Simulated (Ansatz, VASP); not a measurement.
## Two plane-wave programs on PbS

```
Pb S
1.0
     3.05026   -3.05293   -0.00010
     3.05026    3.05293   -0.00010
    -1.12078    0.00000   11.25867
Pb S
2 2
Cartesian
  4.0157 0.0000 7.0585
  0.9640 0.0000 4.2000
  0.9646 0.0000 6.9346
  4.0152 0.0000 4.3238
```

Alike in both runs: task single point; functional PBE; k mesh 4 × 4 × 2; occupations gaussian, width 0.05 eV; non-collinear spin, spin-orbit coupling.

|  | VASP | Ansatz |
| --- | --- | --- |
| version | VASP 6.6.1 | Ansatz 0.2.0 |
| potentials or method | VASP PAW PBE potentials, release 64 (Pb_d, S), cutoff 500 eV | plane waves, PAW |
| valence electrons in the cell | 40 | 40 |

|  | VASP | Ansatz | Ansatz less VASP |
| --- | --- | --- | --- |
| rms of the force components (eV/Å) | 0.188 | 0.198 | +0.0106 |
| net moment per atom (μB) | 0.00 | 0.00 | 0.000 |

Atom by atom the forces differ by 0.012 eV/Å (rms over components). The functional is the same, so the differences come from potentials, cutoffs and numerics.

The k mesh is coarse, so the values compare programs but aren't converged.
